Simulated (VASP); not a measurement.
# CdSe (m.bgw) (F-43m) in VASP: single point with PBE

Aim: the single point of CdSe (m.bgw) with PBE.

Program: VASP 6.6.1. These are calculated values, not measurements. Logs are shortened: lines on timing, memory, paths and dates and some standing lists are left out, and cuts for length are marked.

**1. The cell of the first run**

The structure is cubic, space group F-43m (No. 216). The conventional cell has a = 6.196 Å, b = 6.196 Å, c = 6.196 Å, α = 90.00°, β = 90.00°, γ = 90.00°. Within 3.5 Å of Cd (site symmetry -43m) lie 4 Se at 2.68 Å. Se (site symmetry -43m) has 4 Cd at 2.68 Å within 3.5 Å.

**2. Single point, PBE**

The input, INCAR:

```
ALGO = Normal
EDIFF = 1E-6
ENCUT = 500
GGA = PE
GGA_COMPAT = False
ISIF = 2
ISMEAR = 0
LASPH = True
LCHARG = False
LREAL = False
LWAVE = False
NBANDS = 16
NELM = 120
PREC = Accurate
SIGMA = 0.01
```

The input, KPOINTS:

```
k-points
0
Gamma
  4 4 4
```

The input, POSCAR:

```
CdSe
1.0
    0.0000000000      3.0981512681      3.0981512681
    3.0981512681      0.0000000000      3.0981512681
    3.0981512681      3.0981512681      0.0000000000
Cd Se
1 1
Direct
    0.0000000000      0.0000000000      0.0000000000
    0.2500000000      0.2500000000      0.2500000000
```

Potentials or basis: VASP PAW PBE potentials, release 64 (Cd, Se).

Run with:

```bash
> cat potpaw_PBE.64/Cd/POTCAR potpaw_PBE.64/Se/POTCAR > POTCAR
> mpirun -np 1 vasp_std > vasp.out
```

OUTCAR:

```text
EDIFF = 1E-6
   ENCUT = 500
   GGA = PE
   ISIF = 2
   ISMEAR = 0
   LASPH = True
   LREAL = False
   NELM = 120
   PREC = Accurate

 ion  position               nearest neighbor table
   1  0.000  0.000  0.000-   2 2.68   2 2.68   2 2.68   2 2.68
   2  0.250  0.250  0.250-   1 2.68   1 2.68   1 2.68   1 2.68

  LATTYP: Found a face centered cubic cell.
 ALAT       =     6.1963025362

  Lattice vectors:

 A1 = (   0.0000000000,   3.0981512681,   3.0981512681)
 A2 = (   3.0981512681,   0.0000000000,   3.0981512681)
 A3 = (   3.0981512681,   3.0981512681,   0.0000000000)

Analysis of symmetry for initial positions (statically):
=====================================================================
 Subroutine PRICEL returns:
 Original cell was already a primitive cell.

 Routine SETGRP: Setting up the symmetry group for a
 face centered cubic supercell.

 Subroutine GETGRP returns: Found 24 space group operations
 (whereof 24 operations were pure point group operations)
 out of a pool of 48 trial point group operations.

The static configuration has the point symmetry T_d .

Analysis of symmetry for dynamics (positions and initial velocities):
=====================================================================
 Subroutine PRICEL returns:
 Original cell was already a primitive cell.

 Routine SETGRP: Setting up the symmetry group for a
 face centered cubic supercell.

 Subroutine GETGRP returns: Found 24 space group operations
 (whereof 24 operations were pure point group operations)
 out of a pool of 48 trial point group operations.

The dynamic configuration has the point symmetry T_d .

 Subroutine INISYM returns: Found 24 space group operations
 (whereof 24 operations are pure point group operations),
 and found     1 'primitive' translations

----------------------------------------------------------------------------------------

                                     Primitive cell

  volume of cell :      59.4755

  direct lattice vectors                    reciprocal lattice vectors
     0.000000000  3.098151268  3.098151268    -0.161386568  0.161386568  0.161386568
     3.098151268  0.000000000  3.098151268     0.161386568 -0.161386568  0.161386568
     3.098151268  3.098151268  0.000000000     0.161386568  0.161386568 -0.161386568

  length of vectors
     4.381447542  4.381447542  4.381447542     0.279529735  0.279529735  0.279529735

  position of ions in fractional coordinates (direct lattice)
     0.000000000  0.000000000  0.000000000
     0.250000000  0.250000000  0.250000000

  ion indices of the primitive-cell ions
   primitive index   ion index
                 1           1
                 2           2

----------------------------------------------------------------------------------------

 KPOINTS: k-points

Automatic generation of k-mesh.
 Grid dimensions read from file:
 generate k-points for:    4    4    4

 Generating k-lattice:

  Cartesian coordinates                     Fractional coordinates (reciprocal lattice)
    -0.040346642  0.040346642  0.040346642     0.250000000  0.000000000  0.000000000
     0.040346642 -0.040346642  0.040346642     0.000000000  0.250000000  0.000000000
     0.040346642  0.040346642 -0.040346642     0.000000000  0.000000000  0.250000000

  Length of vectors
     0.069882434  0.069882434  0.069882434

  Shift w.r.t. Gamma in fractional coordinates (k-lattice)
     0.000000000  0.000000000  0.000000000

 Subroutine IBZKPT returns following result:
 ===========================================

 Found      8 irreducible k-points:

 Following reciprocal coordinates:
            Coordinates               Weight
  0.000000  0.000000  0.000000      1.000000
  0.250000  0.000000  0.000000      8.000000
  0.500000  0.000000  0.000000      4.000000
  0.250000  0.250000  0.000000      6.000000
  0.500000  0.250000  0.000000     24.000000
 -0.250000  0.250000  0.000000     12.000000
  0.500000  0.500000  0.000000      3.000000
 -0.250000  0.500000  0.250000      6.000000
   k-points           NKPTS =      8   k-points in BZ     NKDIM =      8   number of bands    NBANDS=     16
   number of dos      NEDOS =    301   number of ions     NIONS =      2
   total plane-waves  NPLWV =  32768
   dimension x,y,z NGX =    32 NGY =   32 NGZ =   32
   dimension x,y,z NGXF=    64 NGYF=   64 NGZF=   64
   ions per type =               1   1
   NGX,Y,Z   is equivalent  to a cutoff of  12.14, 12.14, 12.14 a.u.
   NGXF,Y,Z  is equivalent  to a cutoff of  24.28, 24.28, 24.28 a.u.
 SYSTEM =  unknown system
   PREC   = accura    normal or accurate (medium, high low for compatibility)
   ISTART =      0    job   : 0-new  1-cont  2-samecut
   ICHARG =      2    charge: 1-file 2-atom 10-const
   ISPIN  =      1    spin polarized calculation?
   LNONCOLLINEAR =      F non collinear calculations
   LSORBIT =      F    spin-orbit coupling
   LASPH  =      T    aspherical Exc in radial PAW
   ENCUT  =  500.0 eV  36.75 Ry    6.06 a.u.   7.99  7.99  7.99*2*pi/ulx,y,z
   NELM   =    120;   NELMIN=  2; NELMDL= -5     # of ELM steps
   EDIFF  = 0.1E-05   stopping-criterion for ELM
   LREAL  =      F    real-space projection
   EDIFFG = 0.1E-04   stopping-criterion for IOM
   NSW    =      0    number of steps for IOM
   IBRION =     -1    ionic relax: 0-MD 1-quasi-New 2-CG
   NFREE  =      0    steps in history (QN), initial steepest desc. (CG)
   ISIF   =      2    stress and relaxation
   ISYM   =      2    0-nonsym 1-usesym 2-fastsym
   POTIM  = 0.5000    time-step for ionic-motion
   TEBEG  =    0.0;   TEEND  =   0.0 temperature during run
   PSTRESS=    0.0 pullay stress
   NELECT =      18.0000    total number of electrons
   NUPDOWN=      -1.0000    fix difference up-down
   EMIN   =  10.00;   EMAX   =-10.00  energy-range for DOS
   EFERMI =   0.00;   METHOD = LEGACY
   ISMEAR =     0;   SIGMA  =   0.01  broadening in eV -4-tet -1-fermi 0-gaus
   EFERMI_NEDOS =   21; number of points for ismear=-14 and -15
   IALGO  =     38    algorithm
   IMIX   =      4    mixing-type and parameters
     AMIX     =   0.40;   BMIX     =  1.00
     AMIX_MAG =   1.60;   BMIX_MAG =  1.00
  volume/ion in A,a.u.               =      29.74       200.68
  Fermi-wavevector in a.u.,A,eV,Ry     =   1.099140  2.077074 16.437320  1.208109
  Thomas-Fermi vector in A             =   2.235530
   LORBIT       =      0    0 simple, 1 ext, 2 COOP (PROOUT), +10 PAW based schemes
   GGA     = PE    functional components
   LHFCALC =     F    Hartree Fock is set to
   AEXX    =    0.0000 exact exchange contribution
   IVDW    =     0    specifies the selected vdW correction
   LEPSILON=     F    determine dielectric tensor
   LRPA    =     F    only Hartree local field effects (RPA)
 non-spin polarized calculation
 Gauss-broadening in eV      SIGMA  =   0.01
  energy-cutoff  :      500.00
  volume of cell :       59.48
 maximum number of plane-waves:      1540
   NGX = 15   NGY = 15   NGZ = 15

 number of electron      18.0000007 magnetization

 Free energy of the ion-electron system (eV)
  ---------------------------------------------------
  ext. energy  EPLUGINS =         0.00000000
  ---------------------------------------------------
  free energy    TOTEN  =        -5.45394091 eV

  energy without entropy =       -5.45394091  energy(sigma->0) =       -5.45394091

 E-fermi :   0.6400     XC(G=0):  -8.6229

 val. band max:        0.5428794864   @ k =   0.0000   0.0000   0.0000
 cond. band min:       1.0200878157   @ k =   0.0000   0.0000   0.0000
 fundamental gap:      0.4772083293
 Fermi energy:         0.6399658112

 k-point     1 :       0.0000    0.0000    0.0000
  band No.  band energies     occupation
      1     -11.7478      2.00000
      2      -7.2496      2.00000
      3      -7.2496      2.00000
      4      -7.2496      2.00000
      5      -6.9346      2.00000
      6      -6.9346      2.00000
[... 8 lines left out ...]
     15      11.4975      0.00000
     16      11.4975      0.00000

 k-point     2 :       0.2500    0.0000    0.0000
  band No.  band energies     occupation
      1     -11.5858      2.00000
      2      -7.2030      2.00000
      3      -7.2030      2.00000
      4      -7.0572      2.00000
      5      -6.9325      2.00000
      6      -6.9325      2.00000
[... 8 lines left out ...]
     15      10.5323      0.00000
     16      10.5686      0.00000

 k-point     3 :       0.5000    0.0000    0.0000
  band No.  band energies     occupation
      1     -11.4215      2.00000
      2      -7.1696      2.00000
      3      -7.1696      2.00000
      4      -6.9145      2.00000
      5      -6.9145      2.00000
      6      -6.6771      2.00000
[... 8 lines left out ...]
     15      12.4836      0.00000
     16      12.4836      0.00000

 k-point     4 :       0.2500    0.2500    0.0000
  band No.  band energies     occupation
      1     -11.5329      2.00000
      2      -7.1466      2.00000
      3      -7.1466      2.00000
      4      -7.0989      2.00000
      5      -6.9370      2.00000
      6      -6.9099      2.00000
[... 8 lines left out ...]
     15      12.0192      0.00000
     16      13.4210      0.00000

 k-point     5 :       0.5000    0.2500    0.0000
  band No.  band energies     occupation
      1     -11.3712      2.00000
      2      -7.1292      2.00000
      3      -7.0970      2.00000
      4      -6.9855      2.00000
      5      -6.9053      2.00000
      6      -6.6450      2.00000
[... 8 lines left out ...]
     15      12.7166      0.00000
     16      13.3143      0.00000

 k-point     6 :      -0.2500    0.2500    0.0000
  band No.  band energies     occupation
      1     -11.4244      2.00000
      2      -7.1465      2.00000
      3      -7.1436      2.00000
      4      -6.9432      2.00000
      5      -6.9417      2.00000
      6      -6.7441      2.00000
[... 8 lines left out ...]
     15      11.5575      0.00000
     16      13.3355      0.00000

 k-point     7 :       0.5000    0.5000    0.0000
  band No.  band energies     occupation
      1     -11.3187      2.00000
      2      -7.0789      2.00000
      3      -7.0294      2.00000
      4      -7.0294      2.00000
      5      -6.8850      2.00000
      6      -6.6184      2.00000
[... 8 lines left out ...]
     15      12.8359      0.00000
     16      13.5377      0.00000

 k-point     8 :      -0.2500    0.5000    0.2500
  band No.  band energies     occupation
      1     -11.3194      2.00000
      2      -7.0885      2.00000
      3      -7.0879      2.00000
      4      -6.9629      2.00000
      5      -6.9287      2.00000
      6      -6.5165      2.00000
[... 8 lines left out ...]
     15      12.9821      0.00000
     16      13.3505      0.00000

------------------------ aborting loop because EDIFF is reached ----------------------------------------

  FORCE on cell =-STRESS in cart. coord.  units (eV):
  Direction    XX          YY          ZZ          XY          YZ          ZX
  --------------------------------------------------------------------------------------
  -------------------------------------------------------------------------------------
  Total        0.1476318      0.1476318      0.1476318     -0.0000000      0.0000000      0.0000000
  in kB        3.9769728      3.9769728      3.9769728     -0.0000000      0.0000000      0.0000000
  external PRESSURE =       3.9769728 kB  Pullay stress =       0.0000000 kB

 VOLUME and BASIS-vectors are now :
 -----------------------------------------------------------------------------
  energy-cutoff  :      500.00
  volume of cell :       59.48
      direct lattice vectors                 reciprocal lattice vectors
     0.000000000  3.098151268  3.098151268    -0.161386568  0.161386568  0.161386568
     3.098151268  0.000000000  3.098151268     0.161386568 -0.161386568  0.161386568
     3.098151268  3.098151268  0.000000000     0.161386568  0.161386568 -0.161386568

 POSITION                                       TOTAL-FORCE (eV/Angst)
 -----------------------------------------------------------------------------------
      0.00000      0.00000      0.00000        -0.000000      0.000000     -0.000000
      1.54908      1.54908      1.54908         0.000000     -0.000000      0.000000
 -----------------------------------------------------------------------------------
    total drift:                                0.000000      0.000000      0.000000

  FREE ENERGIE OF THE ION-ELECTRON SYSTEM (eV)
  ---------------------------------------------------
  free  energy   TOTEN  =        -5.4539409086 eV

  energy  without entropy=       -5.4539409086  energy(sigma->0) =       -5.45394091
```

Run time: 8.1 s. Hardware: 1 thread of Intel Xeon 6975P-C, shared host; peak memory 0.17 GiB.

Results:

```yaml
Free_energy: -5.4539 eV
Pressure: 0.4 GPa
Band_gap_on_the_k_mesh: 0.48 eV, direct
```

Caveat: the k points lie up to 0.44 Å⁻¹ apart.
